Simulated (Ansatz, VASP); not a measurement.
One calculation of W, two programs

```
W
1.0
     2.59273    0.00000    0.00000
     0.00000    2.59273    0.00000
     0.00000    0.00000    2.59273
W
1
Cartesian
  0.0000 0.0000 0.0000
```

Alike in both runs: task single point; functional LDA; k mesh 14 × 14 × 14; occupations fermi-dirac, width 0.1 eV; no spin polarisation.

```csv
,VASP,Ansatz
version,VASP 6.6.1,Ansatz 0.2.0
potentials or method,"VASP PAW LDA potentials, release 64 (W_sv), cutoff 520 eV","plane waves (420 eV) with PAW, scalar-relativistic"
valence electrons in the cell,14,14
```

```tsv
	VASP	Ansatz	Ansatz less VASP
pressure (GPa)	1.3	-0.3	-1.61
```

Ansatz warns that its potentials were made for another functional, while VASP's fit it. LDA's correlation is that of Perdew and Zunger in VASP and of Perdew and Wang (1992) in Ansatz.

Neither program's run includes spin-orbit coupling.
